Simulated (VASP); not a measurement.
Here is a VASP 6.6.1 calculation.

The input INCAR:

```
  PREC = Accurate
  ENCUT = 520
  EDIFF = 1E-7
  ISMEAR = 0
  SIGMA = 0.1
  LREAL = F
  LASPH = T
  NELM = 80
  ALGO = Fast
  ISIF = 2
  LWAVE = F
  LCHARG = T
  GGA = PS
  LELF = T
  LVHAR = T
  NBANDS = 72
```

File KPOINTS:

```
regular mesh
0
Gamma
  3 3 3
```

File POSCAR:

```
Pd
1.0
    3.1803294418      1.8361640594      6.4601790255
   -3.1803294418      1.8361640594      6.4601790255
    0.0000000000     -3.6723281187      6.4601790255
Pd
12
Direct
    0.0931353392      0.4985676859      0.0931353392
    0.0931353392      0.0931353392      0.4985676859
    0.4985676859      0.0931353392      0.0931353392
    0.9068646608      0.5014323141      0.9068646608
    0.5014323141      0.9068646608      0.9068646608
    0.9068646608      0.9068646608      0.5014323141
    0.2341822253      0.6389397443      0.2341822253
    0.2341822253      0.2341822253      0.6389397443
    0.6389397443      0.2341822253      0.2341822253
    0.7658177747      0.3610602557      0.7658177747
    0.3610602557      0.7658177747      0.7658177747
    0.7658177747      0.7658177747      0.3610602557
```

Potentials or basis: VASP PAW PBE potentials, release 64 (Pd).

The run is started by

```console
$ cat potpaw_PBE.64/Pd/POTCAR > POTCAR
$ mpirun -np 1 vasp_std > vasp.out
```

**Question.** Estimate the band gap on the k mesh.

**Answer.** Zero (bands 60 and 61 overlap by 0.34 eV).

**Question.** Predict the largest force.

**Answer.** 0.026 eV/Å.

**Question.** Predict the pressure.

**Answer.** -0.6 GPa.

Forces in eV/Å, atoms in the order of the input:
```
Pd  -0.020  0.011  0.013
Pd   0.000 -0.023  0.013
Pd   0.020  0.011  0.013
Pd   0.020 -0.011 -0.013
Pd  -0.020 -0.011 -0.013
Pd   0.000  0.023 -0.013
Pd   0.012 -0.007  0.011
Pd   0.000  0.014  0.011
Pd  -0.012 -0.007  0.011
Pd  -0.012  0.007 -0.011
Pd   0.012  0.007 -0.011
Pd   0.000 -0.014 -0.011
```

Caveat: the k points lie up to 0.40 Å⁻¹ apart; the PAW data sets were made with another functional, which shifts forces and pressure a little.
